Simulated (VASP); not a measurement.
Write the native input for VASP 6.6.1 that does the following.

- Task: single point
- Functional: PBEsol
- Potentials or basis: VASP PAW PBE potentials, release 64 (Si, Ni)
- Cutoff: 520 eV
- k mesh: 16 × 16 × 16
- Occupations: gaussian, width 0.1 eV
- Spin: no spin polarisation
- Dipole correction: no
- Further INCAR settings: ALGO = Fast; EDIFF = 1e-06; NBANDS = 25

The structure of SiNi3 lies in POSCAR:

```
SiNi3
1.0
    3.3574083852      0.0000000000      0.0000000000
    0.0000000000      3.3574083852      0.0000000000
    0.0000000000      0.0000000000      3.3574083852
Si Ni
1 3
Direct
    0.0000000000      0.0000000000      0.0000000000
    0.0000000000      0.5000000000      0.5000000000
    0.5000000000      0.0000000000      0.5000000000
    0.5000000000      0.5000000000      0.0000000000
```

This cell differs from its parent crystal: equal strain along all axes, cell held: -3.0 %.

These files were run (other wordings do the same):

INCAR

```
SYSTEM = SiNi3
PREC = Accurate ; ENCUT = 520
EDIFF = 1E-6 ; ISMEAR = 0
SIGMA = 0.1 ; LREAL = .False.
LASPH = .True. ; NELM = 60
ALGO = Fast ; ISIF = 2
LWAVE = .False. ; LCHARG = .True.
GGA = PS ; LELF = .True.
LVHAR = .True. ; NBANDS = 25
```

KPOINTS

```
Automatic mesh
0
Gamma
  16 16 16
  0 0 0
```

Potentials or basis: VASP PAW PBE potentials, release 64 (Si, Ni).

Launch:

```bash
$ cat potpaw_PBE.64/Si/POTCAR potpaw_PBE.64/Ni/POTCAR > POTCAR
$ mpirun -np 1 vasp_std > vasp.out
```

It gave:

The pressure is 27.5 GPa and the band gap on the k mesh is zero (band 17 reaches 12.63 eV, above the bottom of band 18 at 12.34 eV).

Caveat: the cell differs from its parent crystal (equal strain along all axes, cell held: -3.0 %); the PAW data sets were made with another functional, which shifts forces and pressure a little.

It took 2.5 min on 1 thread of Intel(R) Xeon(R) Platinum 8259CL CPU @ 2.50GHz (Skylake/Cascade Lake), with other jobs on the host, peak memory 0.25 GiB.
